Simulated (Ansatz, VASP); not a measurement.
**Two plane-wave programs on Ag**

INCAR

```
ALGO = Fast
EDIFF = 1E-6
ENCUT = 520
GGA = PE
ISIF = 2
ISMEAR = 0
LASPH = T
LCHARG = F
LREAL = F
LWAVE = F
NBANDS = 30
NELM = 80
PREC = Accurate
SIGMA = 0.2
```

Contents of KPOINTS:

```
k-points
0
Gamma
  8 4 4
```

The input POSCAR:

```
Ag
1.0
    0.0000000000      0.0000000000      2.7757321843
   -5.6847619651      0.0000000000      0.0000000000
    2.8423809826     -4.9248673999      0.0000000000
Ag
4
Direct
    0.5000000000      0.7500000000      0.0000000000
    0.5000000000      0.2500000000      0.5000000000
    0.5000000000      0.7500000000      0.5000000000
    0.5000000000      0.2500000000      0.0000000000
```

Input for Ansatz:

```yaml
crystal:
  lattice:
    - [0.0, 0.0, 2.7757321843]
    - [-5.6847619651, 0.0, 0.0]
    - [2.8423809826, -4.9248673999, 0.0]
  atoms:
    - { symbol: Ag, position: [0.5, 0.75, 0.0] }
    - { symbol: Ag, position: [0.5, 0.25, 0.5] }
    - { symbol: Ag, position: [0.5, 0.75, 0.5] }
    - { symbol: Ag, position: [0.5, 0.25, 0.0] }
basis:
  ecutwfc: 420
kpoints:
  mp_grid: { grid: [8, 4, 4] }
hamiltonian:
  xc: pbe
scf:
  occupations: { method: gaussian, width: 0.2 }
  lower_state_search: "off"
output:
  forces: true
  stress: true
  eigenvalues: true
```

Alike in both runs: task single point; functional PBE; k mesh 8 × 4 × 4; occupations gaussian, width 0.2 eV; no spin polarisation.

```csv
,VASP,Ansatz
version,VASP 6.6.1,Ansatz 0.2.0
potentials or method,"VASP PAW PBE potentials, release 64 (Ag), cutoff 520 eV","scalar-relativistic, plane waves, PAW"
valence electrons in the cell,44,76
```

```tsv
	VASP	Ansatz	Ansatz less VASP
gap on the k mesh at the Fermi level (eV)	none	none	-
pressure (GPa)	-0.3	-0.2	+0.01
traceless stress, the component that is largest in VASP (GPa)	-0.43	-0.41	+0.023
```

A gap of «none» marks a metal or a gap that the smearing closes. VASP's potentials hold 44 valence electrons a cell and Ansatz's 76, so a difference there can come from the potentials and not from the codes.
